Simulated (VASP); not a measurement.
# BeBi3 (Pm-3m) in VASP: further runs

The runs below take BeBi3 through relaxation of cell and atoms, single point, with PBE.

Everything below comes from runs of VASP 6.6.1. Logs are shortened: lines on timing, memory, paths and dates and some standing lists are left out, and cuts for length are marked.

## Step 1: The cell of the first run

Symmetry: Pm-3m, No. 221, cubic system. The conventional cell has a = 4.604 Å, b = 4.604 Å, c = 4.604 Å, α = 90.00°, β = 90.00°, γ = 90.00°. Within 4.3 Å of Be (site symmetry m-3m) lie 12 Bi at 3.26 Å. Within 4.3 Å of Bi (site symmetry 4/mmm) lie 4 Be at 3.26 Å and 8 Bi at 3.26 Å.

## Step 2: Relaxation of cell and atoms, PBE

Contents of INCAR:

```
SYSTEM = BeBi3
PREC = Accurate
ENCUT = 600
EDIFF = 1E-6
ISMEAR = 0
SIGMA = 0.1
LREAL = .FALSE.
LASPH = .TRUE.
NELM = 60
ALGO = Fast
ISIF = 3
LWAVE = .FALSE.
LCHARG = .FALSE.
GGA = PE
IBRION = 2
NSW = 90
EDIFFG = -0.04
```

Contents of KPOINTS:

```
Automatic mesh
0
G
  4 4 4
  0 0 0
```

Contents of POSCAR:

```
BeBi3
1.0
    4.6042771891      0.0000000000      0.0000000000
    0.0000000000      4.6042771891      0.0000000000
    0.0000000000      0.0000000000      4.6042771891
Be Bi
1 3
Direct
    0.0000000000      0.0000000000      0.0000000000
    0.0000000000      0.5000000000      0.5000000000
    0.5000000000      0.0000000000      0.5000000000
    0.5000000000      0.5000000000      0.0000000000
```

Potentials or basis: VASP PAW PBE potentials, release 64 (Be, Bi_d).

Run with:

```sh
$ cat potpaw_PBE.64/Be/POTCAR potpaw_PBE.64/Bi_d/POTCAR > POTCAR
$ mpirun -np 1 vasp_std > vasp.out
```

OUTCAR:

```text
SYSTEM = BeBi3
   PREC = Accurate
   ENCUT = 600
   EDIFF = 1E-6
   ISMEAR = 0
   LREAL = .FALSE.
   LASPH = .TRUE.
   NELM = 60
   ISIF = 3
   GGA = PE
   IBRION = 2
   NSW = 90
   EDIFFG = -0.04

 ion  position               nearest neighbor table
   1  0.000  0.000  0.000-
   2  0.000  0.500  0.500-   3 3.26   4 3.26   4 3.26   3 3.26   3 3.26   4 3.26   4 3.26   3 3.26

   3  0.500  0.000  0.500-   2 3.26   4 3.26   4 3.26   2 3.26   4 3.26   4 3.26   2 3.26   2 3.26

   4  0.500  0.500  0.000-   2 3.26   3 3.26   2 3.26   3 3.26   3 3.26   3 3.26   2 3.26   2 3.26

  LATTYP: Found a simple cubic cell.
 ALAT       =     4.6042771891

  Lattice vectors:

 A1 = (   4.6042771891,   0.0000000000,   0.0000000000)
 A2 = (   0.0000000000,   4.6042771891,   0.0000000000)
 A3 = (   0.0000000000,   0.0000000000,   4.6042771891)

Analysis of symmetry for initial positions (statically):
=====================================================================
 Subroutine PRICEL returns:
 Original cell was already a primitive cell.

 Routine SETGRP: Setting up the symmetry group for a
 simple cubic supercell.

 Subroutine GETGRP returns: Found 48 space group operations
 (whereof 48 operations were pure point group operations)
 out of a pool of 48 trial point group operations.

The static configuration has the point symmetry O_h .

Analysis of symmetry for dynamics (positions and initial velocities):
=====================================================================
 Subroutine PRICEL returns:
 Original cell was already a primitive cell.

 Routine SETGRP: Setting up the symmetry group for a
 simple cubic supercell.

 Subroutine GETGRP returns: Found 48 space group operations
 (whereof 48 operations were pure point group operations)
 out of a pool of 48 trial point group operations.

The dynamic configuration has the point symmetry O_h .

 Subroutine INISYM returns: Found 48 space group operations
 (whereof 48 operations are pure point group operations),
 and found     1 'primitive' translations

----------------------------------------------------------------------------------------

                                     Primitive cell

  volume of cell :      97.6078

  direct lattice vectors                    reciprocal lattice vectors
     4.604277189  0.000000000  0.000000000     0.217189357  0.000000000  0.000000000
     0.000000000  4.604277189  0.000000000     0.000000000  0.217189357  0.000000000
     0.000000000  0.000000000  4.604277189     0.000000000  0.000000000  0.217189357

  length of vectors
     4.604277189  4.604277189  4.604277189     0.217189357  0.217189357  0.217189357

  position of ions in fractional coordinates (direct lattice)
     0.000000000  0.000000000  0.000000000
     0.000000000  0.500000000  0.500000000
     0.500000000  0.000000000  0.500000000
     0.500000000  0.500000000  0.000000000

  ion indices of the primitive-cell ions
   primitive index   ion index
                 1           1
                 2           2
                 3           3
                 4           4

----------------------------------------------------------------------------------------

 KPOINTS: Automatic mesh

Automatic generation of k-mesh.
 Grid dimensions read from file:
 generate k-points for:    4    4    4

 Generating k-lattice:

  Cartesian coordinates                     Fractional coordinates (reciprocal lattice)
     0.054297339  0.000000000  0.000000000     0.250000000  0.000000000  0.000000000
     0.000000000  0.054297339  0.000000000     0.000000000  0.250000000  0.000000000
     0.000000000  0.000000000  0.054297339     0.000000000  0.000000000  0.250000000

  Length of vectors
     0.054297339  0.054297339  0.054297339

  Shift w.r.t. Gamma in fractional coordinates (k-lattice)
     0.000000000  0.000000000  0.000000000

 Subroutine IBZKPT returns following result:
 ===========================================

 Found     10 irreducible k-points:

 Following reciprocal coordinates:
            Coordinates               Weight
  0.000000  0.000000  0.000000      1.000000
  0.250000  0.000000  0.000000      6.000000
  0.500000  0.000000  0.000000      3.000000
  0.250000  0.250000  0.000000     12.000000
  0.500000  0.250000  0.000000     12.000000
  0.500000  0.500000  0.000000      3.000000
  0.250000  0.250000  0.250000      8.000000
  0.500000  0.250000  0.250000     12.000000
  0.500000  0.500000  0.250000      6.000000
  0.500000  0.500000  0.500000      1.000000
   k-points           NKPTS =     10   k-points in BZ     NKDIM =     10   number of bands    NBANDS=     28
   number of dos      NEDOS =    301   number of ions     NIONS =      4
   total plane-waves  NPLWV =  64000
   dimension x,y,z NGX =    40 NGY =   40 NGZ =   40
   dimension x,y,z NGXF=    80 NGYF=   80 NGZF=   80
   ions per type =               1   3
   NGX,Y,Z   is equivalent  to a cutoff of  14.44, 14.44, 14.44 a.u.
[... 76 lines left out ...]
      4     -14.7415      2.00000
      5     -14.5945      2.00000
      6     -14.5945      2.00000
[... 20 lines left out ...]
     27      10.4644      0.00000
     28      10.4644      0.00000

 k-point     2 :       0.2500    0.0000    0.0000
  band No.  band energies     occupation
      1     -14.7673      2.00000
      2     -14.7125      2.00000
      3     -14.7125      2.00000
      4     -14.7028      2.00000
      5     -14.5900      2.00000
      6     -14.5606      2.00000
[... 311 lines left out ...]
  FORCE on cell =-STRESS in cart. coord.  units (eV):
  Direction    XX          YY          ZZ          XY          YZ          ZX
  --------------------------------------------------------------------------------------
  -------------------------------------------------------------------------------------
  Total       -2.0926350     -2.0926350     -2.0926350      0.0000000     -0.0000000     -0.0000000
  in kB      -28.0032061    -28.0032061    -28.0032061      0.0000000     -0.0000000     -0.0000000
  external PRESSURE =     -28.0032061 kB  Pullay stress =       0.0000000 kB

 VOLUME and BASIS-vectors are now :
 -----------------------------------------------------------------------------
  energy-cutoff  :      600.00
  volume of cell :      119.73
      direct lattice vectors                 reciprocal lattice vectors
     4.928696803  0.000000000 -0.000000000     0.202893389 -0.000000000 -0.000000000
     0.000000000  4.928696803 -0.000000000    -0.000000000  0.202893389 -0.000000000
     0.000000000  0.000000000  4.928696803     0.000000000  0.000000000  0.202893389

 POSITION                                       TOTAL-FORCE (eV/Angst)
 -----------------------------------------------------------------------------------
      0.00000      0.00000      0.00000         0.000000      0.000000      0.000000
      0.00000      2.46435      2.46435        -0.000000      0.000000      0.000000
      2.46435      0.00000      2.46435         0.000000     -0.000000      0.000000
      2.46435      2.46435     -0.00000         0.000000     -0.000000      0.000000
 -----------------------------------------------------------------------------------
    total drift:                               -0.000000     -0.000000     -0.000000

  FREE ENERGIE OF THE ION-ELECTRON SYSTEM (eV)
  ---------------------------------------------------
  free  energy   TOTEN  =       -12.7904709037 eV

  energy  without entropy=      -12.7562347920  energy(sigma->0) =      -12.77335285

--------------------------------------- Ionic step        3  -------------------------------------------

 number of electron      47.0000007 magnetization

 Free energy of the ion-electron system (eV)
  ---------------------------------------------------
  ext. energy  EPLUGINS =         0.00000000
  ---------------------------------------------------
  free energy    TOTEN  =       -12.85974815 eV

  energy without entropy =      -12.82692168  energy(sigma->0) =      -12.84333491

 E-fermi :   6.8114     XC(G=0):  -9.9056

 val. band max:        6.7478506924   @ k =   0.5000   0.2500   0.2500
 cond. band min:       6.8230664414   @ k =   0.2500   0.0000   0.0000
 fundamental gap:      0.0752157490
 Fermi energy:         6.8114355037

 k-point     1 :       0.0000    0.0000    0.0000
  band No.  band energies     occupation
      1     -16.2465      2.00000
      2     -16.2465      2.00000
      3     -16.2465      2.00000
      4     -16.2165      2.00000
      5     -16.1389      2.00000
      6     -16.1389      2.00000
[... 20 lines left out ...]
     27       8.7440      0.00000
     28       8.7440      0.00000

 k-point     2 :       0.2500    0.0000    0.0000
  band No.  band energies     occupation
      1     -16.2425      2.00000
      2     -16.2070      2.00000
      3     -16.2070      2.00000
      4     -16.1933      2.00000
      5     -16.1366      2.00000
      6     -16.1180      2.00000
[... 273 lines left out ...]
  FORCE on cell =-STRESS in cart. coord.  units (eV):
  Direction    XX          YY          ZZ          XY          YZ          ZX
  --------------------------------------------------------------------------------------
  -------------------------------------------------------------------------------------
  Total       -0.0119554     -0.0119554     -0.0119554     -0.0000000     -0.0000000      0.0000000
  in kB       -0.1705204     -0.1705204     -0.1705204     -0.0000000     -0.0000000      0.0000000
  external PRESSURE =      -0.1705204 kB  Pullay stress =       0.0000000 kB

 VOLUME and BASIS-vectors are now :
 -----------------------------------------------------------------------------
  energy-cutoff  :      600.00
  volume of cell :      112.33
      direct lattice vectors                 reciprocal lattice vectors
     4.825018522  0.000000000 -0.000000000     0.207253090 -0.000000000 -0.000000000
     0.000000000  4.825018522 -0.000000000    -0.000000000  0.207253090 -0.000000000
     0.000000000  0.000000000  4.825018522     0.000000000  0.000000000  0.207253090

 POSITION                                       TOTAL-FORCE (eV/Angst)
 -----------------------------------------------------------------------------------
      0.00000      0.00000      0.00000         0.000000      0.000000     -0.000000
      0.00000      2.41251      2.41251         0.000000      0.000000      0.000000
      2.41251      0.00000      2.41251         0.000000      0.000000     -0.000000
      2.41251      2.41251     -0.00000        -0.000000     -0.000000     -0.000000
 -----------------------------------------------------------------------------------
    total drift:                               -0.000000     -0.000000     -0.000000

  FREE ENERGIE OF THE ION-ELECTRON SYSTEM (eV)
  ---------------------------------------------------
  free  energy   TOTEN  =       -12.8597481465 eV

  energy  without entropy=      -12.8269216829  energy(sigma->0) =      -12.84333491

 reached required accuracy - stopping structural energy minimisation
```

It took 2.9 min on 1 thread of AMD EPYC 7R43 (Zen 3), shared host; peak memory 0.21 GiB.

What came out:

```
Free energy                           : -12.8597 eV
Relaxed volume                        : 28.08 Å³/atom
Relaxed cell                          : a = 4.825 Å, b = 4.825 Å, c = 4.825 Å, α = 90.00°, β = 90.00°, γ = 90.00°
Space group after relaxing (to 0.1 Å) : Pm-3m (No. 221)
Energy gained by relaxing             : 98.4 meV/atom
Ionic steps                           : 3
Pressure after relaxing               : 0.0 GPa
Band gap on the k mesh                : zero (an odd number of electrons rules out a gap without spin polarisation)
```

Step by step:
```tsv
step	energy change (eV)	largest force (eV/Å)	pressure (GPa)	volume (Å³)
1	0.0000	0.0000	9.59	97.61
2	-0.3245	0.0000	-2.80	119.73
3	-0.3938	0.0000	-0.02	112.33
```

Final structure:
```
Be Bi
1.0
     4.82502    0.00000    0.00000
     0.00000    4.82502    0.00000
     0.00000    0.00000    4.82502
Be Bi
1 3
Direct
  0.00000 0.00000 0.00000
  0.00000 0.50000 0.50000
  0.50000 0.00000 0.50000
  0.50000 0.50000 0.00000
```

Levels at points of the mesh, in eV from the Fermi level:
```tsv
k point	band 19	band 20	band 21	band 22	band 23	band 24	band 25	band 26	band 27	band 28
(0.00, 0.00, 0.00)	-3.92	-3.92	-3.92	-1.57	1.09	1.09	1.09	1.93	1.93	1.93
(0.50, 0.00, 0.00)	-3.02	-2.65	-2.65	-1.41	-1.41	-0.60	-0.52	2.14	2.75	2.76
(0.50, 0.50, 0.00)	-5.13	-2.70	-1.33	-1.33	-0.93	-0.63	-0.63	0.85	1.50	3.96
(0.50, 0.50, 0.50)	-5.65	-4.43	-4.43	-4.43	-2.21	4.10	4.10	4.58	4.58	4.58
```

Caveat: the volume moved by over 15 % at a fixed basis, so the end points are rough; spin-orbit coupling is left out, which moves the levels of the heavy elements.

## Step 3: Single point, PBE

This run uses another cell than the first one, of 27.76 Å³/atom.

Contents of INCAR:

```
SYSTEM = BeBi3
PREC = Accurate
ENCUT = 520
EDIFF = 1E-6
ISMEAR = 0
SIGMA = 0.1
LREAL = .False.
LASPH = .True.
NELM = 60
ALGO = Fast
ISIF = 2
LWAVE = .False.
LCHARG = .True.
GGA = PE
LELF = .True.
LVHAR = .True.
NBANDS = 32
```

Contents of KPOINTS:

```
Automatic mesh
0
Gamma
  10 10 10
  0 0 0
```

Contents of POSCAR:

```
BeBi3
1.0
    4.8065815264      0.0000000000      0.0000000000
    0.0000000000      4.8065815264      0.0000000000
    0.0000000000      0.0000000000      4.8065815264
Be Bi
1 3
Direct
    0.0000000000      0.0000000000      0.0000000000
    0.0000000000      0.5000000000      0.5000000000
    0.5000000000      0.0000000000      0.5000000000
    0.5000000000      0.5000000000      0.0000000000
```

Potentials or basis: VASP PAW PBE potentials, release 64 (Be, Bi_d).

Run with:

```sh
$ cat potpaw_PBE.64/Be/POTCAR potpaw_PBE.64/Bi_d/POTCAR > POTCAR
$ mpirun -np 1 vasp_std > vasp.out
```

Wall time 4.1 min (1 thread of AMD EPYC 7R43 (Zen 3), shared host); peak memory 0.27 GiB.

The run converged. Its results:

* Free energy: -13.0227 eV
* Pressure: -0.1 GPa
* Band gap on the k mesh: zero (an odd number of electrons rules out a gap without spin polarisation)

Levels at points of the mesh, in eV from the Fermi level:
```tsv
k point	band 21	band 22	band 23	band 24	band 25	band 26
(0.00, 0.00, 0.00)	-3.99	-1.67	1.08	1.08	1.08	1.88
(0.50, 0.00, 0.00)	-2.69	-1.48	-1.48	-0.65	-0.52	2.08
(0.50, 0.50, 0.00)	-1.38	-1.38	-0.93	-0.67	-0.67	0.77
(0.50, 0.50, 0.50)	-4.53	-4.53	-2.34	4.16	4.16	4.63
```

Caveat: spin-orbit coupling is left out, which moves the levels of the heavy elements.

## Step 4: Relaxation of cell and atoms, PBE

This run uses another cell than the first one, of 28.15 Å³/atom.

Contents of INCAR:

```
  PREC = Accurate
  ENCUT = 600
  EDIFF = 1E-7
  ISMEAR = 0
  SIGMA = 0.1
  LREAL = False
  LASPH = True
  NELM = 80
  ALGO = Fast
  ISIF = 3
  LWAVE = False
  LCHARG = False
  GGA = PE
  IBRION = 2
  NSW = 100
  EDIFFG = -0.01
```

Contents of KPOINTS:

```
regular mesh
0
Gamma
  10 10 10
```

Contents of POSCAR:

```
BeBi3
1.0
    4.8287357021      0.0000000000      0.0000000000
    0.0000000000      4.8287357021      0.0000000000
    0.0000000000      0.0000000000      4.8287357021
Be Bi
1 3
Direct
    0.0000000000      0.0000000000      0.0000000000
    0.0000000000      0.5000000000      0.5000000000
    0.5000000000      0.0000000000      0.5000000000
    0.5000000000      0.5000000000      0.0000000000
```

Run with:

```sh
$ cat potpaw_PBE.64/Be/POTCAR potpaw_PBE.64/Bi_d/POTCAR > POTCAR
$ mpirun -np 1 vasp_std > vasp.out
```

Wall time 14 min (1 thread of AMD EPYC 7R43 (Zen 3), shared host); peak memory 0.34 GiB.

It converged, with:

| Item | Value |
| --- | --- |
| Free energy | -13.0229 eV |
| Relaxed volume | 27.75 Å³/atom |
| Relaxed cell | a = 4.806 Å, b = 4.806 Å, c = 4.806 Å, α = 90.00°, β = 90.00°, γ = 90.00° |
| Space group after relaxing (to 0.1 Å) | Pm-3m (No. 221) |
| Energy gained by relaxing | 0.9 meV/atom |
| Ionic steps | 3 |
| Pressure after relaxing | 0.0 GPa |
| Band gap on the k mesh | zero (an odd number of electrons rules out a gap without spin polarisation) |

Step by step:
```csv
step,energy change (eV),largest force (eV/Å),pressure (GPa),volume (Å³)
1,0.0000,0.0000,-0.72,112.59
2,-0.0033,0.0000,0.22,110.55
3,-0.0036,0.0000,0.00,111.00
```

Final structure:
```cif
data_structure
_symmetry_space_group_name_H-M 'P 1'
_symmetry_Int_Tables_number 1
_cell_length_a 4.8060
_cell_length_b 4.8060
_cell_length_c 4.8060
_cell_angle_alpha 90.000
_cell_angle_beta 90.000
_cell_angle_gamma 90.000
_cell_volume 111.00
loop_
_atom_site_label
_atom_site_type_symbol
_atom_site_fract_x
_atom_site_fract_y
_atom_site_fract_z
_atom_site_occupancy
Be1 Be 0.00000 0.00000 0.00000 1
Bi1 Bi 0.00000 0.50000 0.50000 1
Bi2 Bi 0.50000 0.00000 0.50000 1
Bi3 Bi 0.50000 0.50000 0.00000 1
```

Levels at points of the mesh, in eV from the Fermi level:
```tsv
k point	band 20	band 21	band 22	band 23	band 24	band 25	band 26	band 27
(0.00, 0.00, 0.00)	-4.00	-4.00	-1.67	1.08	1.08	1.08	1.88	1.88
(0.50, 0.00, 0.00)	-2.70	-2.70	-1.48	-1.48	-0.65	-0.52	2.08	2.78
(0.50, 0.50, 0.00)	-2.70	-1.38	-1.38	-0.94	-0.67	-0.67	0.77	1.38
(0.50, 0.50, 0.50)	-4.53	-4.53	-4.53	-2.34	4.17	4.17	4.63	4.63
```

Caveat: spin-orbit coupling is left out, which moves the levels of the heavy elements.

## Step 5: Summary

| task | cell | k mesh | cutoff (eV) | gap on the mesh (eV) | pressure (GPa) | relaxed volume (Å³/atom) |
| --- | --- | --- | --- | --- | --- | --- |
| relaxation of cell and atoms | relaxed from a = 4.604 Å, 4 atoms | 4 × 4 × 4 | 600 | none | 0.0 | 28.08 |
| single point | a = 4.807 Å, 4 atoms | 10 × 10 × 10 | 520 | none | -0.1 | - |
| relaxation of cell and atoms | relaxed from a = 4.829 Å, 4 atoms | 10 × 10 × 10 | 600 | none | 0.0 | 27.75 |

Alike in all rows: level PBE; potentials or basis VASP PAW PBE potentials, release 64 (Be, Bi_d); no spin polarisation; smearing gaussian 0.1 eV.

Caveats: spin-orbit coupling is left out, which moves the levels of the heavy elements; the volume moved by over 15 % at a fixed basis, so the end points are rough (at least some runs).

Absolute energies hang on the potentials; compare differences alone.
